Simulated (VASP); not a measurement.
# Al16HRu16 (a cell with a defect) in VASP: relaxation of the atoms with PBE

Aim: the relaxation of the atoms of Al16HRu16 (a cell with a defect) with PBE.

Everything below comes from runs of VASP 6.6.1. Logs are shortened: lines on timing, memory, paths and dates and some standing lists are left out, and cuts for length are marked.

## Step 1: The cell of the first run

The cell holds a defect, 33 atoms: a = 8.495 Å, b = 8.495 Å, c = 8.495 Å, α = 60.00°, β = 60.00°, γ = 60.00°.

## Step 2: Relaxation of the atoms, PBE

INCAR

```
SYSTEM = Al16HRu16
PREC     = Accurate       ! precision mode
ENCUT    = 450            ! plane-wave cutoff, eV
EDIFF    = 1E-7           ! SCF threshold, eV
ISMEAR   = 1              ! smearing method
SIGMA    = 0.1            ! smearing width, eV
LREAL    = Auto         
LASPH    = .True.         ! aspherical terms in the spheres
NELM     = 120            ! most SCF steps
ALGO     = Normal         ! electronic algorithm
ISIF     = 2              ! what is computed and relaxed
LWAVE    = .False.        ! write WAVECAR
LCHARG   = .False.        ! write CHGCAR
GGA      = PE             ! functional
IBRION   = 2              ! ionic algorithm
NSW      = 90             ! ionic steps
EDIFFG   = -0.02          ! ionic threshold
GGA_COMPAT= .False.      
NELMIN   = 4
```

KPOINTS

```
regular mesh
0
Gamma
  1 1 1
  0 0 0
```

POSCAR

```
Al16HRu16
1.0
    0.0000000000      6.0068828200      6.0068828200
    6.0068828200      0.0000000000      6.0068828200
    6.0068828200      6.0068828200      0.0000000000
Al Ru H
16 16 1
Direct
    0.0000000000      0.0000000000      0.0000000000
    0.2500000000      0.2500000000      0.2500000000
    0.0000000000      0.0000000000      0.5000000000
    0.2500000000      0.2500000000      0.7500000000
    0.0000000000      0.5000000000      0.0000000000
    0.2500000000      0.7500000000      0.2500000000
    0.0000000000      0.5000000000      0.5000000000
    0.2500000000      0.7500000000      0.7500000000
    0.5000000000      0.0000000000      0.0000000000
    0.7500000000      0.2500000000      0.2500000000
    0.5000000000      0.0000000000      0.5000000000
    0.7500000000      0.2500000000      0.7500000000
    0.5000000000      0.5000000000      0.0000000000
    0.7500000000      0.7500000000      0.2500000000
    0.5000000000      0.5000000000      0.5000000000
    0.7500000000      0.7500000000      0.7500000000
    0.1250000000      0.1250000000      0.1250000000
    0.3750000000      0.3750000000      0.3750000000
    0.1250000000      0.1250000000      0.6250000000
    0.3750000000      0.3750000000      0.8750000000
    0.1250000000      0.6250000000      0.1250000000
    0.3750000000      0.8750000000      0.3750000000
    0.1250000000      0.6250000000      0.6250000000
    0.3750000000      0.8750000000      0.8750000000
    0.6250000000      0.1250000000      0.1250000000
    0.8750000000      0.3750000000      0.3750000000
    0.6250000000      0.1250000000      0.6250000000
    0.8750000000      0.3750000000      0.8750000000
    0.6250000000      0.6250000000      0.1250000000
    0.8750000000      0.8750000000      0.3750000000
    0.6250000000      0.6250000000      0.6250000000
    0.8750000000      0.8750000000      0.8750000000
    0.6875000000      0.5625000000      0.4375000000
```

Potentials or basis: VASP PAW PBE potentials, release 64 (Al, Ru_sv, H).

Command:

```bash
cat potpaw_PBE.64/Al/POTCAR potpaw_PBE.64/Ru_sv/POTCAR potpaw_PBE.64/H/POTCAR > POTCAR
mpirun -np 1 vasp_gam > vasp.out
```

OUTCAR:

```text
SYSTEM = Al16HRu16
   PREC = Accurate
   ENCUT = 450
   EDIFF = 1E-7
   ISMEAR = 1
   LREAL = Auto
   LASPH = .True.
   NELM = 120
   ISIF = 2
   GGA = PE
   IBRION = 2
   NSW = 90
   EDIFFG = -0.02
   NELMIN = 4

 ion  position               nearest neighbor table
   1  0.000  0.000  0.000-  21 2.60  24 2.60  25 2.60  28 2.60  17 2.60  19 2.60  30 2.60  32 2.60
                             8 3.00  10 3.00  12 3.00  14 3.00   4 3.00   6 3.00
   2  0.250  0.250  0.250-  21 2.60  22 2.60  25 2.60  26 2.60  17 2.60  18 2.60  19 2.60  20 2.60
                             7 3.00   9 3.00  11 3.00  13 3.00   3 3.00   5 3.00
   3  0.000  0.000  0.500-  22 2.60  23 2.60  26 2.60  27 2.60  17 2.60  19 2.60  30 2.60  32 2.60
                             8 3.00  10 3.00  12 3.00  16 3.00   2 3.00   6 3.00
   4  0.250  0.250  0.750-  23 2.60  24 2.60  27 2.60  28 2.60  17 2.60  18 2.60  19 2.60  20 2.60
                             7 3.00   9 3.00  11 3.00  15 3.00   1 3.00   5 3.00
   5  0.000  0.500  0.000-  17 2.60  20 2.60  29 2.60  32 2.60  26 2.60  28 2.60  21 2.60  23 2.60
                             8 3.00  10 3.00  14 3.00  16 3.00   2 3.00   4 3.00
   6  0.250  0.750  0.250-  17 2.60  18 2.60  29 2.60  30 2.60  23 2.60  24 2.60  21 2.60  22 2.60
                             7 3.00   9 3.00  13 3.00  15 3.00   1 3.00   3 3.00
   7  0.000  0.500  0.500-  18 2.60  19 2.60  30 2.60  31 2.60  26 2.60  28 2.60  21 2.60  23 2.60
                             6 3.00  12 3.00  14 3.00  16 3.00   2 3.00   4 3.00
   8  0.250  0.750  0.750-  19 2.60  20 2.60  31 2.60  32 2.60  23 2.60  24 2.60  21 2.60  22 2.60
                             5 3.00  11 3.00  13 3.00  15 3.00   1 3.00   3 3.00
   9  0.500  0.000  0.000-  17 2.60  20 2.60  29 2.60  32 2.60  25 2.60  27 2.60  22 2.60  24 2.60
                             6 3.00  12 3.00  14 3.00  16 3.00   2 3.00   4 3.00
  10  0.750  0.250  0.250-  17 2.60  18 2.60  29 2.60  30 2.60  27 2.60  28 2.60  25 2.60  26 2.60
                             5 3.00  11 3.00  13 3.00  15 3.00   1 3.00   3 3.00
  11  0.500  0.000  0.500-  18 2.60  19 2.60  30 2.60  31 2.60  25 2.60  27 2.60  22 2.60  24 2.60
                             8 3.00  10 3.00  14 3.00  16 3.00   2 3.00   4 3.00
  12  0.750  0.250  0.750-  19 2.60  20 2.60  31 2.60  32 2.60  27 2.60  28 2.60  25 2.60  26 2.60
                             7 3.00   9 3.00  13 3.00  15 3.00   1 3.00   3 3.00
  13  0.500  0.500  0.000-  21 2.60  24 2.60  25 2.60  28 2.60  18 2.60  20 2.60  29 2.60  31 2.60
                             8 3.00  10 3.00  12 3.00  16 3.00   2 3.00   6 3.00
  14  0.750  0.750  0.250-  33 1.68  22 2.60  25 2.60  26 2.60  21 2.60  30 2.60  31 2.60  32 2.60
                            29 2.60   9 3.00  11 3.00  15 3.00   1 3.00   5 3.00   7 3.00
  15  0.500  0.500  0.500-  33 1.68  23 2.60  26 2.60  27 2.60  22 2.60  20 2.60  29 2.60  31 2.60
                            18 2.60  10 3.00  12 3.00  14 3.00   4 3.00   6 3.00   8 3.00
  16  0.750  0.750  0.750-  23 2.60  24 2.60  27 2.60  28 2.60  29 2.60  30 2.60  31 2.60  32 2.60
                             7 3.00   9 3.00  11 3.00  13 3.00   3 3.00   5 3.00
  17  0.125  0.125  0.125-   5 2.60   6 2.60   9 2.60  10 2.60   1 2.60   2 2.60   3 2.60   4 2.60

  18  0.375  0.375  0.375-   6 2.60   7 2.60  10 2.60  11 2.60   2 2.60   4 2.60  13 2.60  15 2.60
[... 25 lines left out ...]
  31  0.625  0.625  0.625-  33 1.68   8 2.60  11 2.60  12 2.60   7 2.60  14 2.60  15 2.60  16 2.60
                            13 2.60
  32  0.875  0.875  0.875-   5 2.60   8 2.60   9 2.60  12 2.60   1 2.60   3 2.60  14 2.60  16 2.60

  33  0.688  0.562  0.438-  14 1.68  15 1.68  26 1.68  31 1.68

  LATTYP: Found a face centered cubic cell.
 ALAT       =    12.0137656400

  Lattice vectors:

 A1 = (   0.0000000000,   6.0068828200,   6.0068828200)
 A2 = (   6.0068828200,   0.0000000000,   6.0068828200)
 A3 = (   6.0068828200,   6.0068828200,   0.0000000000)

Analysis of symmetry for initial positions (statically):
=====================================================================
 Subroutine PRICEL returns:
 Original cell was already a primitive cell.

 Routine SETGRP: Setting up the symmetry group for a
 face centered cubic supercell.

 Subroutine GETGRP returns: Found  4 space group operations
 (whereof  2 operations were pure point group operations)
 out of a pool of 48 trial point group operations.

The static configuration has the point symmetry C_1h.
 The point group associated with its full space group is C_2v.

Analysis of symmetry for dynamics (positions and initial velocities):
=====================================================================
 Subroutine PRICEL returns:
 Original cell was already a primitive cell.

 Routine SETGRP: Setting up the symmetry group for a
[... 121 lines left out ...]

 Found      1 irreducible k-points:

 Following reciprocal coordinates:
            Coordinates               Weight
  0.000000  0.000000  0.000000      1.000000
   k-points           NKPTS =      1   k-points in BZ     NKDIM =      1   number of bands    NBANDS=    183
   number of dos      NEDOS =    301   number of ions     NIONS =     33
   total plane-waves  NPLWV = 216000
   dimension x,y,z NGX =    60 NGY =   60 NGZ =   60
   dimension x,y,z NGXF=   120 NGYF=  120 NGZF=  120
   ions per type =              16  16   1
   NGX,Y,Z   is equivalent  to a cutoff of  11.74, 11.74, 11.74 a.u.
   NGXF,Y,Z  is equivalent  to a cutoff of  23.48, 23.48, 23.48 a.u.
 SYSTEM =  Al16HRu16
   PREC   = accura    normal or accurate (medium, high low for compatibility)
   ISTART =      0    job   : 0-new  1-cont  2-samecut
   ICHARG =      2    charge: 1-file 2-atom 10-const
   ISPIN  =      1    spin polarized calculation?
   LNONCOLLINEAR =      F non collinear calculations
   LSORBIT =      F    spin-orbit coupling
   LASPH  =      T    aspherical Exc in radial PAW
   ENCUT  =  450.0 eV  33.07 Ry    5.75 a.u.  14.69 14.69 14.69*2*pi/ulx,y,z
   NELM   =    120;   NELMIN=  4; NELMDL= -5     # of ELM steps
   EDIFF  = 0.1E-06   stopping-criterion for ELM
   LREAL  =      T    real-space projection
   EDIFFG = -.2E-01   stopping-criterion for IOM
   NSW    =     90    number of steps for IOM
   IBRION =      2    ionic relax: 0-MD 1-quasi-New 2-CG
   NFREE  =      1    steps in history (QN), initial steepest desc. (CG)
   ISIF   =      2    stress and relaxation
   ISYM   =      2    0-nonsym 1-usesym 2-fastsym
   POTIM  = 0.5000    time-step for ionic-motion
   TEBEG  =    0.0;   TEEND  =   0.0 temperature during run
   PSTRESS=    0.0 pullay stress
   NELECT =     305.0000    total number of electrons
   NUPDOWN=      -1.0000    fix difference up-down
   EMIN   =  10.00;   EMAX   =-10.00  energy-range for DOS
   EFERMI =   0.00;   METHOD = LEGACY
   ISMEAR =     1;   SIGMA  =   0.10  broadening in eV -4-tet -1-fermi 0-gaus
   EFERMI_NEDOS =   21; number of points for ismear=-14 and -15
   IALGO  =     38    algorithm
   IMIX   =      4    mixing-type and parameters
     AMIX     =   0.40;   BMIX     =  1.00
     AMIX_MAG =   1.60;   BMIX_MAG =  1.00
  volume/ion in A,a.u.               =      13.14        88.65
  Fermi-wavevector in a.u.,A,eV,Ry     =   1.456070  2.751574 28.846258  2.120140
  Thomas-Fermi vector in A             =   2.573031
   LORBIT       =      0    0 simple, 1 ext, 2 COOP (PROOUT), +10 PAW based schemes
   GGA     = PE    functional components
   LHFCALC =     F    Hartree Fock is set to
   AEXX    =    0.0000 exact exchange contribution
   IVDW    =     0    specifies the selected vdW correction
   LEPSILON=     F    determine dielectric tensor
   LRPA    =     F    only Hartree local field effects (RPA)
 conjugate gradient relaxation of ions
 non-spin polarized calculation
 Methfessel and Paxton  Order N= 1 SIGMA  =   0.10
  energy-cutoff  :      450.00
  volume of cell :      433.49
 maximum number of plane-waves:      4689
 NGX is ok and might be reduce to    60
   NGX = 29   NGY = 29   NGZ = 29

--------------------------------------- Ionic step        1  -------------------------------------------

 number of electron     304.9999919 magnetization

 Free energy of the ion-electron system (eV)
  ---------------------------------------------------
  ext. energy  EPLUGINS =         0.00000000
  ---------------------------------------------------
  free energy    TOTEN  =      -240.73629319 eV

  energy without entropy =     -240.65741168  energy(sigma->0) =     -240.70999935

------------------------ aborting loop because EDIFF is reached ----------------------------------------

  FORCE on cell =-STRESS in cart. coord.  units (eV):
  Direction    XX          YY          ZZ          XY          YZ          ZX
  --------------------------------------------------------------------------------------
  -------------------------------------------------------------------------------------
  Total      -11.7749240    -11.8936186    -10.2896603      0.0000000      0.0000000      0.0000000
  in kB      -43.5202336    -43.9589302    -38.0306847      0.0000000      0.0000000      0.0000000
  external PRESSURE =     -41.8366162 kB  Pullay stress =       0.0000000 kB
[... 182 lines left out ...]
  FREE ENERGIE OF THE ION-ELECTRON SYSTEM (eV)
  ---------------------------------------------------
  free  energy   TOTEN  =      -241.0046412069 eV

  energy  without entropy=     -240.9252980366  energy(sigma->0) =     -240.97819348

[... ionic steps 4 to 9 ...]

--------------------------------------- Ionic step       10  -------------------------------------------

 number of electron     304.9999943 magnetization

------------------------ aborting loop because EDIFF is reached ----------------------------------------
[... 129 lines left out ...]
--------------------------------------- Ionic step       12  -------------------------------------------

 number of electron     304.9999943 magnetization

 Free energy of the ion-electron system (eV)
  ---------------------------------------------------
  ext. energy  EPLUGINS =         0.00000000
  ---------------------------------------------------
  free energy    TOTEN  =      -241.03273426 eV

  energy without entropy =     -240.95387818  energy(sigma->0) =     -241.00644890

 E-fermi :  11.6458     XC(G=0): -12.6116

 val. band max:       11.6329692806   @ k =   0.0000   0.0000   0.0000
 cond. band min:      11.6475611506   @ k =   0.0000   0.0000   0.0000
 fundamental gap:      0.0145918701
 Fermi energy:        11.6457954594

 k-point     1 :       0.0000    0.0000    0.0000
  band No.  band energies     occupation
      1     -60.5685      2.00000
      2     -60.5622      2.00000
      3     -60.4418      2.00000
      4     -60.4297      2.00000
      5     -60.4291      2.00000
      6     -60.4286      2.00000
[... 156 lines left out ...]
    163      13.7209      0.00000
    164      13.7314      0.00000
 [bands above 164 left out]

------------------------ aborting loop because EDIFF is reached ----------------------------------------

  FORCE on cell =-STRESS in cart. coord.  units (eV):
  Direction    XX          YY          ZZ          XY          YZ          ZX
  --------------------------------------------------------------------------------------
  -------------------------------------------------------------------------------------
  Total      -11.7943002    -11.7972868    -11.1401630      0.0000000      0.0000000      0.0000000
  in kB      -43.5918485    -43.6028868    -41.1741510      0.0000000      0.0000000      0.0000000
  external PRESSURE =     -42.7896288 kB  Pullay stress =       0.0000000 kB
[... 48 lines left out ...]
  FREE ENERGIE OF THE ION-ELECTRON SYSTEM (eV)
  ---------------------------------------------------
  free  energy   TOTEN  =      -241.0327342624 eV

  energy  without entropy=     -240.9538781834  energy(sigma->0) =     -241.00644890

 reached required accuracy - stopping structural energy minimisation
```

Wall time 14 min (1 thread of AMD EPYC 9R45 (Zen 5), shared host); peak memory 0.51 GiB.

Results:

| Quantity | Value |
| --- | --- |
| Free energy | -241.0327 eV |
| Energy gained by relaxing | 9.0 meV/atom |
| Ionic steps | 12 |
| Pressure after relaxing | -4.3 GPa |
| Largest force after relaxing | 0.017 eV/Å |
| Band gap on the k mesh | zero (an odd number of electrons rules out a gap without spin polarisation) |

Forces in eV/Å, atoms in the order of the input:
```
Al   0.000  0.003  0.002
Al   0.002  0.001  0.000
Al   0.002  0.001  0.000
Al   0.000  0.003 -0.002
Al   0.000  0.001  0.000
Al   0.000 -0.001  0.000
Al   0.000  0.003  0.003
Al   0.000  0.001  0.000
Al   0.000 -0.001  0.000
Al   0.000  0.001  0.000
Al   0.000  0.001  0.000
Al   0.000  0.003 -0.003
Al  -0.002  0.001  0.000
Al   0.000 -0.002  0.003
Al   0.000 -0.002 -0.003
Al  -0.002  0.001  0.000
Ru   0.002  0.002  0.000
Ru  -0.003  0.000  0.004
Ru  -0.001  0.000  0.000
Ru  -0.001  0.000 -0.001
Ru   0.001  0.000  0.001
Ru   0.000  0.001  0.000
Ru   0.003  0.000  0.004
Ru  -0.002  0.002  0.000
Ru   0.003  0.000 -0.004
Ru   0.007  0.000  0.000
Ru   0.001  0.000 -0.001
Ru   0.001  0.000  0.000
Ru   0.000  0.001  0.000
Ru  -0.001  0.000  0.001
Ru  -0.007  0.000  0.000
Ru  -0.003  0.000 -0.004
H    0.000 -0.017  0.000
```

Stress tensor (GPa, compression positive):
```
-4.36  0.00  0.00
 0.00 -4.36  0.00
 0.00  0.00 -4.12
```

Step by step:
```csv
step,energy change (eV),largest force (eV/Å),pressure (GPa)
1,0.0000,2.0456,-4.18
2,-0.2682,0.3898,-4.31
3,-0.2683,0.4226,-4.31
4,-0.2922,0.0796,-4.27
5,-0.2923,0.0757,-4.27
6,-0.2950,0.0454,-4.27
7,-0.2954,0.0442,-4.27
8,-0.2961,0.0271,-4.27
9,-0.2962,0.0299,-4.27
10,-0.2964,0.0234,-4.28
11,-0.2964,0.0209,-4.28
12,-0.2964,0.0165,-4.28
```

Final structure:
```
Al Ru H
1.0
     0.00000    6.00688    6.00688
     6.00688    0.00000    6.00688
     6.00688    6.00688    0.00000
Al Ru H
16 16 1
Direct
  0.00110 0.00082 0.99918
  0.25133 0.24897 0.24942
  0.00103 0.99867 0.49972
  0.24918 0.24890 0.75110
  0.00050 0.50010 0.99930
  0.25014 0.75003 0.24997
  0.00140 0.49938 0.50062
  0.24930 0.75010 0.75050
  0.49997 0.99986 0.00014
  0.74990 0.24950 0.24990
  0.49990 0.00070 0.49990
  0.75062 0.24860 0.75140
  0.49942 0.50028 0.00133
  0.75534 0.76394 0.23606
  0.48606 0.49466 0.50534
  0.74972 0.75058 0.75103
  0.12530 0.12470 0.12497
  0.37428 0.37383 0.37429
  0.12545 0.12455 0.62479
  0.37512 0.37466 0.87568
  0.12568 0.62454 0.12512
  0.37614 0.87386 0.37542
  0.12240 0.62571 0.62617
  0.37497 0.87503 0.87530
  0.62429 0.12760 0.12428
  0.87888 0.37112 0.37286
  0.62546 0.12432 0.62534
  0.87479 0.37521 0.87545
  0.62542 0.62458 0.12614
  0.87534 0.87488 0.37546
  0.62286 0.62714 0.62888
  0.87617 0.87572 0.87240
  0.69004 0.55996 0.44004
```

Levels at points of the mesh, in eV from the Fermi level:
| k point | band 150 | band 151 | band 152 | band 153 | band 154 | band 155 |
| --- | --- | --- | --- | --- | --- | --- |
| (0.00, 0.00, 0.00) | -1.21 | -1.19 | -0.01 | 0.00 | 0.01 | 0.23 |

Caveat: the k points lie up to 0.91 Å⁻¹ apart, too coarse for converged energies and pressures of a metal.
